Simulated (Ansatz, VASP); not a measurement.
## Two plane-wave programs on Mg2SO

The input INCAR:

```
SYSTEM = Mg2SO
  ALGO = Normal
  EDIFF = 1E-6
  ENCUT = 520
  GGA = PE
  ISIF = 2
  ISMEAR = 0
  LASPH = .TRUE.
  LCHARG = .FALSE.
  LREAL = .FALSE.
  LWAVE = .FALSE.
  NBANDS = 16
  NELM = 100
  PREC = Accurate
  SIGMA = 0.01
```

KPOINTS

```
k-points
0
G
  6 6 4
  0 0 0
```

POSCAR

```
Mg2SO
1.0
    3.7582335885      0.0000000000      0.0000000000
    0.0000000000      3.7582335885      0.0000000000
    0.0000000000      0.0000000000      5.0823556073
O Mg S
1 2 1
Direct
    0.0000000000      0.0000000000      0.0000000000
    0.0000000000      0.5000000000      0.8086438575
    0.5000000000      0.0000000000      0.1913561425
    0.5000000000      0.5000000000      0.5000000000
```

Input for Ansatz:

```yaml
crystal:
  lattice:
    - [3.7582335885, 0.0, 0.0]
    - [0.0, 3.7582335885, 0.0]
    - [0.0, 0.0, 5.0823556073]
  atoms:
    - { symbol: O, position: [0.0, 0.0, 0.0] }
    - { symbol: Mg, position: [0.0, 0.5, 0.8086438575] }
    - { symbol: S, position: [0.5, 0.5, 0.5] }
    - { symbol: Mg, position: [0.5, 0.0, 0.1913561425] }
kpoints:
  mp_grid: { grid: [6, 6, 4] }
hamiltonian:
  xc: pbe
scf:
  occupations: { method: fixed }
  n_extra_bands: 5
output:
  forces: true
  stress: true
  eigenvalues: true
```

Alike in both runs: task single point; functional PBE; k mesh 6 × 6 × 4; no spin polarisation.

|  | VASP | Ansatz |
| --- | --- | --- |
| version | VASP 6.6.1 | Ansatz 0.2.0 |
| potentials or method | VASP PAW PBE potentials, release 64 (O, Mg, S) | plane waves, PAW |
| plane-wave cutoff (eV) | 520 | 420 |
| occupations | gaussian, width 0.01 eV | fixed |
| valence electrons in the cell | 16 | 32 |

```tsv
	VASP	Ansatz	Ansatz less VASP
gap on the k mesh at the Fermi level (eV)	1.40	1.42	+0.020
pressure (GPa)	-4.3	-4.0	+0.27
rms of the force components (eV/Å)	0.041	0.040	-0.0011
```

VASP's potentials hold 16 valence electrons a cell and Ansatz's 32, so a difference there can come from the potentials and not from the codes.
